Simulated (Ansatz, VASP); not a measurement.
One calculation of Ta, two programs

The input INCAR:

```
PREC = Accurate
ENCUT = 600
EDIFF = 1E-6
ISMEAR = -1
SIGMA = 0.05
LREAL = False
LASPH = True
NELM = 100
ALGO = Normal
ISIF = 3
LWAVE = False
LCHARG = False
GGA = PS
IBRION = 2
NSW = 60
EDIFFG = -0.01
```

Contents of KPOINTS:

```
Automatic mesh
0
Gamma
  11 11 5
```

File POSCAR:

```
Ta
1.0
    2.9003720726      0.0000000000      0.0000000000
   -1.4501860363      2.5117958953      0.0000000000
    0.0000000000      0.0000000000      5.1662740000
Ta
2
Direct
    0.3333333333      0.6666666667      0.2500000000
    0.6666666667      0.3333333333      0.7500000000
```

The input input.yaml:

```yaml
crystal:
  lattice:
    - [2.9003720726, 0.0, 0.0]
    - [-1.4501860363, 2.5117958953, 0.0]
    - [0.0, 0.0, 5.166274]
  atoms:
    - { symbol: Ta, position: [0.3333333333, 0.6666666667, 0.25] }
    - { symbol: Ta, position: [0.6666666667, 0.3333333333, 0.75] }
hamiltonian:
  xc: pbesol
  pseudopotentials: { kind: paw }
kpoints:
  mp_grid: { grid: [11, 11, 5] }
scf:
  occupations: { method: fermi_dirac, width: 0.05 }
output:
  forces: true
  stress: true
  eigenvalues: true
relax:
  f_tol: 0.01
  max_steps: 40
  cell: { stress_tol: 0.05 }
```

Alike in both runs: task relaxation of cell and atoms; functional PBEsol; k mesh 11 × 11 × 5; occupations fermi-dirac, width 0.05 eV; no spin polarisation.

|  | VASP | Ansatz |
| --- | --- | --- |
| version | VASP 6.6.1 | Ansatz 0.2.0 |
| potentials or method | VASP PAW PBE potentials, release 64 (Ta_pv) | Ansatz PAW |
| plane-wave cutoff (eV) | 600 | 420 |
| valence electrons in the cell | 22 | 26 |

Ansatz gave:

* gap on the k mesh at the Fermi level, each at its own relaxed structure (eV): none
* relaxed volume (Å³/atom): 18.11
* relaxed length of the cell vector where the two differ most in proportion (Å): 5.116

**Question.** Estimate VASP's values.

**Answer.** gap on the k mesh at the Fermi level, each at its own relaxed structure (eV): none; relaxed volume (Å³/atom): 18.12; relaxed length of the cell vector where the two differ most in proportion (Å): 5.118.

VASP's potentials were made for PBE, not for PBEsol. A gap of «none» marks a metal or a gap that the smearing closes. VASP's potentials hold 22 valence electrons a cell and Ansatz's 26, so a difference there can come from the potentials and not from the codes.

Spin-orbit coupling is off throughout. Noted on Ansatz's run: the plane-wave basis is chosen anew once the cell has moved, so the energies of steps on either side of that aren't comparable.
